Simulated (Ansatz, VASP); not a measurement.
# One calculation of C, two programs

File INCAR:

```
SYSTEM = C
ALGO = Normal
EDIFF = 1E-6
ENCUT = 520
GGA = PE
ISIF = 2
ISMEAR = 0
ISPIN = 2
LASPH = .True.
LCHARG = .True.
LELF = .True.
LORBIT = 11
LREAL = .False.
LVHAR = .True.
LWAVE = .False.
MAGMOM = 1 1 1 1
NBANDS = 20
NELM = 150
PREC = Accurate
SIGMA = 0.1
```

File KPOINTS:

```
k-points
0
Gamma
  10 10 10
  0 0 0
```

Contents of POSCAR:

```
C
1.0
   -1.2691872893      1.2691872893      4.3274856642
    1.2691872893     -1.2691872893      4.3274856642
    1.2691872893      1.2691872893     -4.3274856642
C
4
Direct
    0.0861737762      0.0861737762      0.0000000000
    0.8361737762      0.3361737762      0.5000000000
    0.9138262238      0.9138262238      0.0000000000
    0.6638262238      0.1638262238      0.5000000000
```

Input for Ansatz:

```yaml
crystal:
  lattice:
    - [-1.2691872893, 1.2691872893, 4.3274856642]
    - [1.2691872893, -1.2691872893, 4.3274856642]
    - [1.2691872893, 1.2691872893, -4.3274856642]
  atoms:
    - { symbol: C, position: [0.0861737762, 0.0861737762, 0.0], spin: 1.0 }
    - { symbol: C, position: [0.8361737762, 0.3361737762, 0.5], spin: 1.0 }
    - { symbol: C, position: [0.9138262238, 0.9138262238, 0.0], spin: 1.0 }
    - { symbol: C, position: [0.6638262238, 0.1638262238, 0.5], spin: 1.0 }
basis:
  ecutwfc: 420
kpoints:
  mp_grid: { grid: [10, 10, 10] }
hamiltonian:
  xc: pbe
scf:
  occupations: { method: gaussian, width: 0.1 }
  lower_state_search: "off"
output:
  forces: true
  stress: true
  eigenvalues: true
  populations: true
magnetization:
  spin_polarized: true
```

Alike in both runs: task single point; functional PBE; k mesh 10 × 10 × 10; occupations gaussian, width 0.1 eV; collinear spin.

```csv
,VASP,Ansatz
version,VASP 6.6.1,Ansatz 0.2.0
potentials or method,"VASP PAW PBE potentials, release 64 (C), cutoff 520 eV","scalar-relativistic, plane waves, PAW"
valence electrons in the cell,16,16
```

|  | VASP | Ansatz | Ansatz less VASP |
| --- | --- | --- | --- |
| gap on the k mesh at the Fermi level (eV) | none | none | - |
| pressure (GPa) | 0.5 | -0.1 | -0.55 |
| traceless stress, the component that is largest in VASP (GPa) | 0.01 | -0.15 | -0.159 |
| net moment per atom (μB) | 0.00 | 0.00 | 0.000 |

A gap of «none» marks a metal or a gap that the smearing closes. With one functional, cell and mesh, what is left measures potentials, basis and numerics. Ansatz's warnings: seeded moment not kept.
